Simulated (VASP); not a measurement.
# In2Sb (P6_3/mmc) in VASP: further runs

Runs on In2Sb. Level: PBEsol. Tasks: single point.

All numbers are computed with VASP 6.6.1; they aren't measurements. Logs are shortened: lines on timing, memory, paths and dates and some standing lists are left out, and cuts for length are marked.

### Step 1. The cell of the first run

It takes space group P6_3/mmc (No. 194, hexagonal). The conventional cell has a = 5.380 Å, b = 5.380 Å, c = 6.723 Å, α = 90.00°, β = 90.00°, γ = 120.00°. In (site symmetry -6m2) has 5 Sb at 3.11 to 3.36 Å and 6 In at 3.53 Å within 4.1 Å. Within 4.4 Å of In (site symmetry -3m) lie 8 In at 3.36 to 3.53 Å and 6 Sb at 3.53 Å. Sb (site symmetry -6m2) has 11 In at 3.11 to 3.53 Å within 4.1 Å.

### Step 2. Single point, PBEsol

The input, INCAR:

```
  PREC = Accurate
  ENCUT = 520
  EDIFF = 1E-6
  ISMEAR = 1
  SIGMA = 0.1
  LREAL = F
  LASPH = T
  NELM = 100
  ALGO = Fast
  ISIF = 2
  LWAVE = F
  LCHARG = F
  GGA = PS
  NBANDS = 40
```

The input, KPOINTS:

```
regular mesh
0
Gamma
  12 12 6
```

The input, POSCAR:

```
In2Sb
1.0
    5.3799042018      0.0000000000      0.0000000000
   -2.6899521009      4.6591337087      0.0000000000
    0.0000000000      0.0000000000      6.7225520000
In Sb
4 2
Direct
    0.6666666667      0.3333333333      0.2500000000
    0.3333333333      0.6666666667      0.7500000000
    0.0000000000      0.0000000000      0.5000000000
    0.0000000000      0.0000000000      0.0000000000
    0.6666666667      0.3333333333      0.7500000000
    0.3333333333      0.6666666667      0.2500000000
```

Potentials or basis: VASP PAW PBE potentials, release 64 (In_d, Sb).

On the command line:

```sh
$ cat potpaw_PBE.64/In_d/POTCAR potpaw_PBE.64/Sb/POTCAR > POTCAR
$ mpirun -np 1 vasp_std > vasp.out
```

OUTCAR:

```text
PREC = Accurate
   ENCUT = 520
   EDIFF = 1E-6
   ISMEAR = 1
   LREAL = F
   LASPH = T
   NELM = 100
   ISIF = 2
   GGA = PS

 ion  position               nearest neighbor table
   1  0.667  0.333  0.250-   6 3.11   6 3.11   6 3.11   5 3.36   5 3.36   3 3.53   4 3.53   3 3.53
                             4 3.53   3 3.53   4 3.53
   2  0.333  0.667  0.750-   5 3.11   5 3.11   5 3.11   6 3.36   6 3.36   3 3.53   4 3.53   4 3.53
                             3 3.53   4 3.53   3 3.53
   3  0.000  0.000  0.500-   4 3.36   4 3.36   1 3.53   5 3.53   6 3.53   2 3.53   1 3.53   5 3.53
                             2 3.53   6 3.53   1 3.53   5 3.53   2 3.53   6 3.53
   4  0.000  0.000  0.000-   3 3.36   3 3.36   1 3.53   5 3.53   6 3.53   2 3.53   1 3.53   5 3.53
                             2 3.53   6 3.53   1 3.53   5 3.53   2 3.53   6 3.53
   5  0.667  0.333  0.750-   2 3.11   2 3.11   2 3.11   1 3.36   1 3.36   3 3.53   4 3.53   3 3.53
                             4 3.53   3 3.53   4 3.53
   6  0.333  0.667  0.250-   1 3.11   1 3.11   1 3.11   2 3.36   2 3.36   3 3.53   4 3.53   4 3.53
                             3 3.53   4 3.53   3 3.53

  LATTYP: Found a hexagonal cell.
 ALAT       =     5.3799042018
 C/A-ratio  =     1.2495672317

  Lattice vectors:

 A1 = (   5.3799042018,   0.0000000000,   0.0000000000)
 A2 = (  -2.6899521009,   4.6591337087,   0.0000000000)
 A3 = (   0.0000000000,   0.0000000000,   6.7225520000)

Analysis of symmetry for initial positions (statically):
=====================================================================
 Subroutine PRICEL returns:
 Original cell was already a primitive cell.

 Routine SETGRP: Setting up the symmetry group for a
 hexagonal supercell.

 Subroutine GETGRP returns: Found 24 space group operations
 (whereof 12 operations were pure point group operations)
 out of a pool of 24 trial point group operations.

The static configuration has the point symmetry D_3d.
 The point group associated with its full space group is D_6h.

Analysis of symmetry for dynamics (positions and initial velocities):
=====================================================================
 Subroutine PRICEL returns:
 Original cell was already a primitive cell.

 Routine SETGRP: Setting up the symmetry group for a
 hexagonal supercell.

 Subroutine GETGRP returns: Found 24 space group operations
 (whereof 12 operations were pure point group operations)
 out of a pool of 24 trial point group operations.

The dynamic configuration has the point symmetry D_3d.
 The point group associated with its full space group is D_6h.

[... 105 lines left out ...]
   NELM   =    100;   NELMIN=  2; NELMDL= -5     # of ELM steps
   EDIFF  = 0.1E-05   stopping-criterion for ELM
   LREAL  =      F    real-space projection
   EDIFFG = 0.1E-04   stopping-criterion for IOM
   NSW    =      0    number of steps for IOM
   IBRION =     -1    ionic relax: 0-MD 1-quasi-New 2-CG
   NFREE  =      0    steps in history (QN), initial steepest desc. (CG)
   ISIF   =      2    stress and relaxation
   ISYM   =      2    0-nonsym 1-usesym 2-fastsym
   POTIM  = 0.5000    time-step for ionic-motion
   TEBEG  =    0.0;   TEEND  =   0.0 temperature during run
   PSTRESS=    0.0 pullay stress
   NELECT =      62.0000    total number of electrons
   NUPDOWN=      -1.0000    fix difference up-down
   EMIN   =  10.00;   EMAX   =-10.00  energy-range for DOS
   EFERMI =   0.00;   METHOD = LEGACY
   ISMEAR =     1;   SIGMA  =   0.10  broadening in eV -4-tet -1-fermi 0-gaus
   EFERMI_NEDOS =   21; number of points for ismear=-14 and -15
   IALGO  =     68    algorithm
   IMIX   =      4    mixing-type and parameters
     AMIX     =   0.40;   BMIX     =  1.00
     AMIX_MAG =   1.60;   BMIX_MAG =  1.00
  volume/ion in A,a.u.               =      28.08       189.52
  Fermi-wavevector in a.u.,A,eV,Ry     =   1.173097  2.216833 18.723762  1.376158
  Thomas-Fermi vector in A             =   2.309516
   LORBIT       =      0    0 simple, 1 ext, 2 COOP (PROOUT), +10 PAW based schemes
   GGA     = PS    functional components
   LHFCALC =     F    Hartree Fock is set to
   AEXX    =    0.0000 exact exchange contribution
   IVDW    =     0    specifies the selected vdW correction
   LEPSILON=     F    determine dielectric tensor
   LRPA    =     F    only Hartree local field effects (RPA)
 non-spin polarized calculation
 RMM-DIIS sequential band-by-band and
 Methfessel and Paxton  Order N= 1 SIGMA  =   0.10
  energy-cutoff  :      520.00
  volume of cell :      168.51
 maximum number of plane-waves:      4578
   NGX = 21   NGY = 21   NGZ = 25

 number of electron      62.0000005 magnetization

 Free energy of the ion-electron system (eV)
  ---------------------------------------------------
  ext. energy  EPLUGINS =         0.00000000
  ---------------------------------------------------
  free energy    TOTEN  =       -20.97455157 eV

  energy without entropy =      -20.97312281  energy(sigma->0) =      -20.97407532

 E-fermi :   6.9972     XC(G=0): -10.0777

 val. band max:        6.9970998989   @ k =   0.3333   0.3333   0.0000
 cond. band min:       7.0186799255   @ k =   0.2500   0.0000   0.5000
 fundamental gap:      0.0215800266
 Fermi energy:         6.9971741325

 k-point     1 :       0.0000    0.0000    0.0000
  band No.  band energies     occupation
      1      -7.6406      2.00000
      2      -7.6406      2.00000
      3      -7.6394      2.00000
      4      -7.5975      2.00000
      5      -7.5975      2.00000
      6      -7.5517      2.00000
[... 1021 lines left out ...]
     39      11.3850      0.00000
     40      11.6019      0.00000

 [... further k-points ...]
[... 5 lines left out ...]
  --------------------------------------------------------------------------------------
  -------------------------------------------------------------------------------------
  Total       -2.1856872     -2.1856872     -3.7749773      0.0000000     -0.0000000      0.0000000
  in kB      -20.7818740    -20.7818740    -35.8931056      0.0000000     -0.0000000      0.0000000
  external PRESSURE =     -25.8189512 kB  Pullay stress =       0.0000000 kB

 VOLUME and BASIS-vectors are now :
 -----------------------------------------------------------------------------
  energy-cutoff  :      520.00
  volume of cell :      168.51
      direct lattice vectors                 reciprocal lattice vectors
     5.379904202  0.000000000  0.000000000     0.185876916  0.107316087  0.000000000
    -2.689952101  4.659133709  0.000000000     0.000000000  0.214632175  0.000000000
     0.000000000  0.000000000  6.722552000     0.000000000  0.000000000  0.148753033

 POSITION                                       TOTAL-FORCE (eV/Angst)
 -----------------------------------------------------------------------------------
      2.68995      1.55304      1.68064        -0.000000      0.000000      0.000000
     -0.00000      3.10609      5.04191         0.000000     -0.000000      0.000000
      0.00000      0.00000      3.36128        -0.000000      0.000000     -0.000000
      0.00000      0.00000      0.00000        -0.000000      0.000000     -0.000000
      2.68995      1.55304      5.04191        -0.000000      0.000000     -0.000000
     -0.00000      3.10609      1.68064         0.000000      0.000000     -0.000000
 -----------------------------------------------------------------------------------
    total drift:                               -0.000000     -0.000000     -0.000000

  FREE ENERGIE OF THE ION-ELECTRON SYSTEM (eV)
  ---------------------------------------------------
  free  energy   TOTEN  =       -20.9745515675 eV

  energy  without entropy=      -20.9731228117  energy(sigma->0) =      -20.97407532
```

stdout:

```text
POSCAR found type information on POSCAR InSb
 POSCAR found :  2 types and       6 ions
 scaLAPACK will be used
 -----------------------------------------------------------------------------
|                                                                             |
|                                                                             |
|     You enforced a specific xc type in the INCAR file but a different       |
|     I HOPE YOU KNOW WHAT YOU ARE DOING!                                     |
|                                                                             |
 -----------------------------------------------------------------------------

 LDA part: xc-table for (Slater+PW92), standard interpolation
 POSCAR, INCAR and KPOINTS ok, starting setup
 FFT: planning ... GRIDC
 FFT: planning ... GRID_SOFT
 FFT: planning ... GRID
 WAVECAR not read
 entering main loop
```

Wall time 11 min (1 thread of Intel Xeon 8259CL, shared host); peak memory 0.55 GiB.

Results:

```
Free energy            : -20.9746 eV
Pressure               : -2.6 GPa
Band gap on the k mesh : zero (bands 31 and 32 overlap by 2.07 eV)
```

Caveat: the PAW data sets were made with another functional, which shifts forces and pressure a little; spin-orbit coupling is left out, which moves the levels of the heavy elements.

### Step 3. Single point, PBEsol

The input, INCAR:

```
SYSTEM = In2Sb
ALGO = Fast
EDIFF = 1E-7
ENCUT = 520
GGA = PS
ISIF = 2
ISMEAR = 1
LASPH = .True.
LCHARG = .True.
LELF = .True.
LREAL = .False.
LVHAR = .True.
LWAVE = .False.
NBANDS = 40
NELM = 60
PREC = Accurate
SIGMA = 0.3
```

The input, KPOINTS:

```
k-points
0
Gamma
  12 12 6
  0 0 0
```

POSCAR is that of step 2.

Potentials or basis: VASP PAW PBE potentials, release 64 (In_d, Sb).

On the command line:

```sh
$ cat potpaw_PBE.64/In_d/POTCAR potpaw_PBE.64/Sb/POTCAR > POTCAR
$ mpirun -np 1 vasp_std > vasp.out
```

Run time: 12 min. Hardware: 1 thread of Intel Xeon 8259CL, shared host; peak memory 0.54 GiB.

It converged, with:

| Quantity | Value |
| --- | --- |
| Free energy | -20.9823 eV |
| Pressure | -2.6 GPa |
| Band gap on the k mesh | zero (bands 31 and 32 overlap by 2.07 eV) |

Stress tensor (GPa, compression positive):
```
-2.13  0.00  0.00
 0.00 -2.13  0.00
 0.00  0.00 -3.49
```

Levels at points of the mesh, in eV from the Fermi level:
```tsv
k point	band 28	band 29	band 30	band 31	band 32	band 33	band 34	band 35
(0.00, 0.00, 0.00)	-1.76	-1.76	-1.53	-0.50	-0.30	-0.30	0.11	0.60
(0.50, 0.00, 0.00)	-3.57	-1.64	-1.60	-1.14	1.32	1.63	2.33	3.43
(0.00, 0.00, 0.50)	-1.87	-1.87	-1.87	-1.03	-1.03	-0.23	-0.23	-0.23
(0.50, 0.00, 0.50)	-3.09	-0.63	-0.63	0.49	0.49	2.40	2.40	2.98
```

Caveat: the PAW data sets were made with another functional, which shifts forces and pressure a little; spin-orbit coupling is left out, which moves the levels of the heavy elements.

### Step 4. Single point, PBEsol

The input, INCAR:

```
SYSTEM = In2Sb
PREC = Accurate
ENCUT = 500
EDIFF = 1E-6
ISMEAR = 0
SIGMA = 0.1
LREAL = .FALSE.
LASPH = .TRUE.
NELM = 120
ALGO = Normal
ISIF = 2
LWAVE = .FALSE.
LCHARG = .FALSE.
GGA = PS
NBANDS = 40
GGA_COMPAT = .FALSE.
```

The input, KPOINTS:

```
Automatic mesh
0
G
  18 18 12
  0 0 0
```

POSCAR is that of step 3.

On the command line:

```sh
$ cat potpaw_PBE.64/In_d/POTCAR potpaw_PBE.64/Sb/POTCAR > POTCAR
$ mpirun -np 1 vasp_std > vasp.out
```

Run time: 21 min. Hardware: 1 thread of Intel Xeon Platinum 8259CL at 2.50GHz (Skylake/Cascade Lake), shared host; peak memory 1.2 GiB.

The run converged. Its results:

```yaml
Free_energy: -21.0009 eV
Pressure: -2.6 GPa
Band_gap_on_the_k_mesh: zero (bands 31 and 32 overlap by 2.07 eV)
```

Stress tensor (GPa, compression positive):
```
-2.21  0.00  0.00
 0.00 -2.21  0.00
 0.00  0.00 -3.44
```

Levels at points of the mesh, in eV from the Fermi level:
| k point | band 27 | band 28 | band 29 | band 30 | band 31 | band 32 | band 33 | band 34 | band 35 | band 36 |
| --- | --- | --- | --- | --- | --- | --- | --- | --- | --- | --- |
| (0.00, 0.00, 0.00) | -2.38 | -1.76 | -1.76 | -1.52 | -0.49 | -0.30 | -0.30 | 0.11 | 0.61 | 2.15 |
| (0.50, 0.00, 0.00) | -3.85 | -3.56 | -1.63 | -1.59 | -1.14 | 1.33 | 1.63 | 2.34 | 3.43 | 3.63 |
| (0.00, 0.00, 0.50) | -1.86 | -1.86 | -1.86 | -1.86 | -1.03 | -1.03 | -0.22 | -0.22 | -0.22 | -0.22 |
| (0.50, 0.00, 0.50) | -3.09 | -3.09 | -0.62 | -0.62 | 0.50 | 0.50 | 2.41 | 2.41 | 2.98 | 2.98 |

Caveat: the PAW data sets were made with another functional, which shifts forces and pressure a little; spin-orbit coupling is left out, which moves the levels of the heavy elements.

### Step 5. The runs side by side

```tsv
k mesh	cutoff (eV)	smearing	gap on the mesh (eV)	pressure (GPa)
12 × 12 × 6	520	methfessel-paxton 0.1 eV	none	-2.6
12 × 12 × 6	520	methfessel-paxton 0.3 eV	none	-2.6
18 × 18 × 12	500	gaussian 0.1 eV	none	-2.6
```

Alike in all rows: task single point; level PBEsol; potentials or basis VASP PAW PBE potentials, release 64 (In_d, Sb); no spin polarisation; cell as given.

Caveats: the PAW data sets were made with another functional, which shifts forces and pressure a little; spin-orbit coupling is left out, which moves the levels of the heavy elements.

Total energies depend on the potentials used, so only differences within one code and one set of settings carry meaning.

The gap in the log of VASP goes by the Fermi energy; the results here count the filled bands.